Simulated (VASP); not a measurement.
Set up this calculation in VASP 6.6.1, as the native input.

- Task: single point
- Functional: r2SCAN
- Potentials or basis: VASP PAW PBE potentials, release 64 (Ru_pv, S)
- Cutoff: 520 eV
- k mesh: 12 × 12 × 12
- Occupations: gaussian, width 0.05 eV
- Spin: no spin polarisation
- Dipole correction: no
- Further INCAR settings: ALGO = Normal; EDIFF = 1e-06; NBANDS = 17

The system is RuS.

```
Ru S
1.0
     0.00000    2.43221    2.43221
     2.43221    0.00000    2.43221
     2.43221    2.43221    0.00000
Ru S
1 1
Direct
  0.50000 0.50000 0.50000
  0.00000 0.00000 0.00000
```

These files were run (other wordings do the same):

POSCAR

```
RuS
1.0
    0.0000000000      2.4322078705      2.4322078705
    2.4322078705      0.0000000000      2.4322078705
    2.4322078705      2.4322078705      0.0000000000
Ru S
1 1
Direct
    0.5000000000      0.5000000000      0.5000000000
    0.0000000000      0.0000000000      0.0000000000
```

INCAR.step1

```
SYSTEM = RuS
PREC = Accurate
ENCUT = 520
ISMEAR = 0
SIGMA = 0.05
LREAL = .FALSE.
LASPH = .TRUE.
NELM = 80
NBANDS = 17
GGA = PE
ALGO = Normal
EDIFF = 1E-4
LWAVE = .TRUE.
LCHARG = .FALSE.
```

INCAR.step2

```
SYSTEM = RuS
PREC = Accurate
ENCUT = 520
EDIFF = 1E-6
ISMEAR = 0
SIGMA = 0.05
LREAL = .FALSE.
LASPH = .TRUE.
NELM = 80
ALGO = Normal
ISIF = 2
LWAVE = .FALSE.
LCHARG = .FALSE.
METAGGA = R2SCAN
LMIXTAU = .TRUE.
NBANDS = 17
ISTART = 1
```

KPOINTS

```
regular mesh
0
G
  12 12 12
  0 0 0
```

Potentials or basis: VASP PAW PBE potentials, release 64 (Ru_pv, S).

Command:

```bash
$ cat potpaw_PBE.64/Ru_pv/POTCAR potpaw_PBE.64/S/POTCAR > POTCAR
$ cp INCAR.step1 INCAR
$ mpirun -np 1 vasp_std > vasp.out
$ cp INCAR.step2 INCAR
$ mpirun -np 1 vasp_std > vasp.out
```

Results of the run:

```
Pressure               : 4.0 GPa
Band gap on the k mesh : zero (bands 10 and 11 overlap by 2.37 eV)
```

Caveat: the cell stands under pressure; an empty level that is flat over the whole mesh can mark a ghost state of the potentials, or a narrow d or f band; the PAW data sets were made with another functional, which shifts forces and pressure a little.

Wall time 4.2 min on 1 thread of Intel(R) Xeon(R) Platinum 8259CL CPU @ 2.50GHz (Skylake/Cascade Lake) (shared host), peak memory 0.18 GiB.
